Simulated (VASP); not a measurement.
Here is a VASP 6.6.1 calculation.

INCAR

```
SYSTEM = SrO
PREC = Accurate
ENCUT = 600
EDIFF = 1E-6
ISMEAR = -1
SIGMA = 0.05
LREAL = .FALSE.
LASPH = .TRUE.
NELM = 100
ALGO = Normal
ISIF = 3
LWAVE = .FALSE.
LCHARG = .FALSE.
GGA = PS
IVDW = 12
IBRION = 2
NSW = 60
EDIFFG = -0.01
```

KPOINTS

```
Automatic mesh
0
G
  9 9 9
  0 0 0
```

The input POSCAR:

```
SrO
1.0
    0.0000000000      2.5663000000      2.5663000000
    2.5663000000      0.0000000000      2.5663000000
    2.5663000000      2.5663000000      0.0000000000
Sr O
1 1
Direct
    0.5000000000      0.5000000000      0.5000000000
    0.0000000000      0.0000000000      0.0000000000
```

Potentials or basis: VASP PAW PBE potentials, release 64 (Sr_sv, O).

Launch:

```bash
$ cat potpaw_PBE.64/Sr_sv/POTCAR potpaw_PBE.64/O/POTCAR > POTCAR
$ mpirun -np 1 vasp_std > vasp.out
```

(1) What does it give for the space group after relaxing (to 0.05 Å)?

(2) Estimate the dispersion energy per atom.

(3) What does it give for the relaxed volume?

(4) Predict the relaxed cell.

Answers

(1) Fm-3m (No. 225).

(2) -0.270 eV.

(3) 16.45 Å³/atom.

(4) a = 3.596 Å, b = 3.596 Å, c = 3.596 Å, α = 60.00°, β = 60.00°, γ = 60.00°.

Caveat: the PAW data sets were made with another functional, which shifts forces and pressure a little.
